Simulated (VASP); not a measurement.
# BiTe2 in VASP: relaxation of the atoms with PBE

Aim: the relaxation of the atoms of BiTe2 with PBE.

Program: VASP 6.6.1. These are calculated values, not measurements. Logs are shortened: lines on timing, memory, paths and dates and some standing lists are left out, and cuts for length are marked.

## Step 1: The cell of the first run

The cell holds a slab with vacuum, 6 atoms: a = 4.447 Å, b = 4.447 Å, c = 25.723 Å, α = 90.00°, β = 90.00°, γ = 120.00°.

## Step 2: Relaxation of the atoms, PBE

Input file INCAR:

```
SYSTEM = BiTe2
  PREC = Accurate
  ENCUT = 450
  EDIFF = 1E-7
  ISMEAR = 0
  SIGMA = 0.05
  LREAL = .FALSE.
  LASPH = .TRUE.
  NELM = 120
  ALGO = Normal
  ISIF = 2
  LWAVE = .FALSE.
  LCHARG = .FALSE.
  LDIPOL = .TRUE.
  IDIPOL = 3
  DIPOL = 0.5 0.5 0.500
  GGA = PE
  IBRION = 2
  NSW = 80
  EDIFFG = -0.02
  GGA_COMPAT = .FALSE.
  NELMIN = 4
  NELMDL = -8
```

Input file KPOINTS:

```
Automatic mesh
0
G
  9 9 1
  0 0 0
```

Input file POSCAR:

```
BiTe2
1.0
    4.4465494044      0.0000000000      0.0000000000
   -2.2232747022      3.8508247434      0.0000000000
    0.0000000000      0.0000000000     25.7228911982
Te Bi
4 2
Direct
    0.6666666667      0.3333333333      0.2915690908
    0.3333333333      0.6666666667      0.4382627790
    0.6666666667      0.3333333333      0.5617372210
    0.3333333333      0.6666666667      0.7084309092
    0.0000000000      0.0000000000      0.3714493614
    0.0000000000      0.0000000000      0.6285506386
```

Potentials or basis: VASP PAW PBE potentials, release 64 (Te, Bi_d).

On the command line:

```console
$ cat potpaw_PBE.64/Te/POTCAR potpaw_PBE.64/Bi_d/POTCAR > POTCAR
$ mpirun -np 1 vasp_std > vasp.out
```

OUTCAR:

```text
SYSTEM = BiTe2
   PREC = Accurate
   ENCUT = 450
   EDIFF = 1E-7
   ISMEAR = 0
   LREAL = .FALSE.
   LASPH = .TRUE.
   NELM = 120
   ISIF = 2
   GGA = PE
   IBRION = 2
   NSW = 80
   EDIFFG = -0.02
   NELMIN = 4
   NELMDL = -8

 ion  position               nearest neighbor table
   1  0.667  0.333  0.292-   5 3.29   5 3.29   5 3.29
   2  0.333  0.667  0.438-   5 3.09   5 3.09   5 3.09
   3  0.667  0.333  0.562-   6 3.09   6 3.09   6 3.09
   4  0.333  0.667  0.708-   6 3.29   6 3.29   6 3.29
   5  0.000  0.000  0.371-   2 3.09   2 3.09   2 3.09   1 3.29   1 3.29   1 3.29
   6  0.000  0.000  0.629-   3 3.09   3 3.09   3 3.09   4 3.29   4 3.29   4 3.29

  LATTYP: Found a hexagonal cell.
 ALAT       =     4.4465494044
 C/A-ratio  =     5.7849106934

  Lattice vectors:

 A1 = (   4.4465494044,   0.0000000000,   0.0000000000)
 A2 = (  -2.2232747022,   3.8508247434,   0.0000000000)
 A3 = (   0.0000000000,   0.0000000000,  25.7228911982)

Analysis of symmetry for initial positions (statically):
=====================================================================
 Subroutine PRICEL returns:
 Original cell was already a primitive cell.

 Routine SETGRP: Setting up the symmetry group for a
 hexagonal supercell.

 Subroutine GETGRP returns: Found 12 space group operations
 (whereof 12 operations were pure point group operations)
 out of a pool of 24 trial point group operations.

The static configuration has the point symmetry D_3d.

Analysis of symmetry for dynamics (positions and initial velocities):
=====================================================================
 Subroutine PRICEL returns:
 Original cell was already a primitive cell.

 Routine SETGRP: Setting up the symmetry group for a
 hexagonal supercell.

 Subroutine GETGRP returns: Found 12 space group operations
 (whereof 12 operations were pure point group operations)
 out of a pool of 24 trial point group operations.

The dynamic configuration has the point symmetry D_3d.

 Subroutine INISYM returns: Found 12 space group operations
 (whereof 12 operations are pure point group operations),
 and found     1 'primitive' translations

[... 130 lines left out ...]

 number of electron      54.0000002 magnetization

 Free energy of the ion-electron system (eV)
  ---------------------------------------------------
  ext. energy  EPLUGINS =         0.00000000
  ---------------------------------------------------
  free energy    TOTEN  =       -19.99869320 eV

  energy without entropy =      -19.98473236  energy(sigma->0) =      -19.99171278

------------------------ aborting loop because EDIFF is reached ----------------------------------------

  FORCE on cell =-STRESS in cart. coord.  units (eV):
  Direction    XX          YY          ZZ          XY          YZ          ZX
  --------------------------------------------------------------------------------------
  -------------------------------------------------------------------------------------
  Total       -3.8141402     -3.8141402     -0.9243861      0.0000000      0.0000000      0.0000000
  in kB      -13.8742838    -13.8742838     -3.3625389      0.0000000      0.0000000      0.0000000
  external PRESSURE =     -10.3703688 kB  Pullay stress =       0.0000000 kB
[... 101 lines left out ...]
  FREE ENERGIE OF THE ION-ELECTRON SYSTEM (eV)
  ---------------------------------------------------
  free  energy   TOTEN  =       -20.2039058664 eV

  energy  without entropy=      -20.1893284396  energy(sigma->0) =      -20.19661715

[... ionic steps 4 to 19 ...]

--------------------------------------- Ionic step       20  -------------------------------------------

 number of electron      53.9999999 magnetization

 dipolmoment           0.000000      0.000000      0.000000 electrons x Angstroem

------------------------ aborting loop because EDIFF is reached ----------------------------------------

  FORCE on cell =-STRESS in cart. coord.  units (eV):
  Direction    XX          YY          ZZ          XY          YZ          ZX
  --------------------------------------------------------------------------------------
  -------------------------------------------------------------------------------------
  Total       -1.5565813     -1.5565813      0.1054032      0.0000000      0.0000000      0.0000000
  in kB       -5.6622069     -5.6622069      0.3834139      0.0000000      0.0000000      0.0000000
  external PRESSURE =      -3.6470000 kB  Pullay stress =       0.0000000 kB
[... 67 lines left out ...]
--------------------------------------- Ionic step       22  -------------------------------------------

 number of electron      53.9999998 magnetization

 dipolmoment           0.000000      0.000000     -0.000000 electrons x Angstroem

 Free energy of the ion-electron system (eV)
  ---------------------------------------------------
  ext. energy  EPLUGINS =         0.00000000
  ---------------------------------------------------
  free energy    TOTEN  =       -20.41654717 eV

  energy without entropy =      -20.40751744  energy(sigma->0) =      -20.41203231

 E-fermi :  -0.2323     XC(G=0):  -4.8361

 val. band max:       -0.2732205874   @ k =   0.3333   0.0000   0.0000
 cond. band min:      -0.2141031216   @ k =   0.4444   0.1111   0.0000
 fundamental gap:      0.0591174659
 Fermi energy:        -0.2323224785

 k-point     1 :       0.0000    0.0000    0.0000
  band No.  band energies     occupation
      1     -23.0367      2.00000
      2     -23.0367      2.00000
      3     -23.0367      2.00000
      4     -23.0367      2.00000
      5     -23.0301      2.00000
      6     -23.0300      2.00000
[... 409 lines left out ...]
     31       2.7795      0.00000
     32       3.5242      0.00000

------------------------ aborting loop because EDIFF is reached ----------------------------------------

 vacuum level on the upper side and lower side of the slab       (xc-potential included)        -0.005        -0.005

  FORCE on cell =-STRESS in cart. coord.  units (eV):
  Direction    XX          YY          ZZ          XY          YZ          ZX
  --------------------------------------------------------------------------------------
  -------------------------------------------------------------------------------------
  Total       -1.5689443     -1.5689443      0.0635708      0.0000000     -0.0000000      0.0000000
  in kB       -5.7071784     -5.7071784      0.2312447      0.0000000     -0.0000000      0.0000000
  external PRESSURE =      -3.7277040 kB  Pullay stress =       0.0000000 kB
[... 21 lines left out ...]
  FREE ENERGIE OF THE ION-ELECTRON SYSTEM (eV)
  ---------------------------------------------------
  free  energy   TOTEN  =       -20.4165471731 eV

  energy  without entropy=      -20.4075174398  energy(sigma->0) =      -20.41203231

 reached required accuracy - stopping structural energy minimisation

 vacuum level on the upper side and lower side of the slab         5.091         5.091
```

Wall time 37 min (1 thread of Intel Xeon Platinum 8488C (Sapphire Rapids), shared host); peak memory 0.53 GiB.

Results:

| Property | Result |
| --- | --- |
| Free energy | -20.4165 eV |
| Energy gained by relaxing | 69.6 meV/atom |
| Ionic steps | 22 |
| Largest force after relaxing | 0.005 eV/Å |
| Band gap on the k mesh | zero (bands 27 and 28 overlap by 0.25 eV) |

Forces on the atoms (eV/Å):
```
Te   0.000  0.000 -0.003
Te   0.000  0.000 -0.005
Te   0.000  0.000  0.005
Te   0.000  0.000  0.003
Bi   0.000  0.000 -0.004
Bi   0.000  0.000  0.004
```

The path:
| step | energy change (eV) | largest force (eV/Å) | pressure (GPa) |
| --- | --- | --- | --- |
| 1 | 0.0000 | 0.8884 | -1.04 |
| 2 | -0.1141 | 0.5973 | -1.23 |
| 3 | -0.2052 | 0.2618 | -1.34 |
| 4 | -0.2095 | 0.1452 | -1.36 |
| 5 | -0.2144 | 0.1276 | -1.33 |
| 6 | -0.2281 | 0.1642 | -1.24 |
| 7 | -0.2509 | 0.2468 | -1.06 |
| 8 | -0.2782 | 0.4111 | -0.66 |
| 9 | -0.2507 | 0.7620 | 0.28 |
| 10 | -0.2829 | 0.4758 | -0.45 |
| 11 | -0.2857 | 0.4703 | -0.44 |
| 12 | -0.2940 | 0.4531 | -0.42 |
| 13 | -0.3100 | 0.4171 | -0.37 |
| 14 | -0.3390 | 0.3447 | -0.26 |
| 15 | -0.3765 | 0.3352 | 0.00 |
| 16 | -0.3269 | 0.2795 | 0.66 |
| 17 | -0.3813 | 0.3268 | 0.12 |
| 18 | -0.3949 | 0.2536 | 0.01 |
| 19 | -0.4161 | 0.0831 | -0.30 |
| 20 | -0.4169 | 0.0755 | -0.36 |
| 21 | -0.4176 | 0.0370 | -0.37 |
| 22 | -0.4179 | 0.0048 | -0.37 |

Final structure:
```xyz
6
Lattice="4.4465 0.0000 0.0000 -2.2233 3.8508 0.0000 0.0000 0.0000 25.7229" Properties=species:S:1:pos:R:3 pbc="T T T"
Te    2.2233    1.2836    8.0278
Te    0.0000    2.5672   11.7223
Te    2.2233    1.2836   14.0006
Te    0.0000    2.5672   17.6951
Bi    0.0000    0.0000    9.8255
Bi    0.0000    0.0000   15.8974
```

Caveat: spin-orbit coupling is left out, which moves the levels of the heavy elements.

The gap in the log of VASP goes by the Fermi energy; the results here count the filled bands.